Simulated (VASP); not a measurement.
Here is a VASP 6.6.1 calculation.

File INCAR:

```
PREC = Accurate
ENCUT = 520
EDIFF = 1E-6
ISMEAR = -1
SIGMA = 0.02
LREAL = False
LASPH = True
NELM = 80
ALGO = Normal
ISIF = 2
LWAVE = False
LCHARG = True
GGA = PS
LELF = True
LVHAR = True
NBANDS = 21
```

File KPOINTS:

```
Automatic mesh
0
Gamma
  12 12 1
```

POSCAR

```
C
1.0
    2.5129241670      0.0000000000      0.0000000000
    0.0000000000      2.5129241670      0.0000000000
    0.0000000000      0.0000000000     20.4423000000
C
6
Direct
    0.7500000000      0.0000000000      0.3952345691
    0.2500000000      0.0000000000      0.4331214893
    0.2500000000      0.5000000000      0.4790201954
    0.7500000000      0.5000000000      0.5209798052
    0.7500000000      0.0000000000      0.5668785103
    0.2500000000      0.0000000000      0.6047654307
```

Potentials or basis: VASP PAW PBE potentials, release 64 (C).

The run is started by

```console
$ cat potpaw_PBE.64/C/POTCAR > POTCAR
$ mpirun -np 1 vasp_std > vasp.out
```

Question: Predict the band gap on the k mesh.

Answer: Zero (band 12 reaches -2.31 eV, above the bottom of band 13 at -3.07 eV).

Question: Estimate the largest force.

Answer: 0.060 eV/Å.

Forces in eV/Å, atoms in the order of the input:
```
C    0.000  0.000 -0.060
C    0.000  0.000  0.012
C    0.000  0.000 -0.009
C    0.000  0.000  0.009
C    0.000  0.000 -0.012
C    0.000  0.000  0.060
```

Caveat: the PAW data sets were made with another functional, which shifts forces and pressure a little.
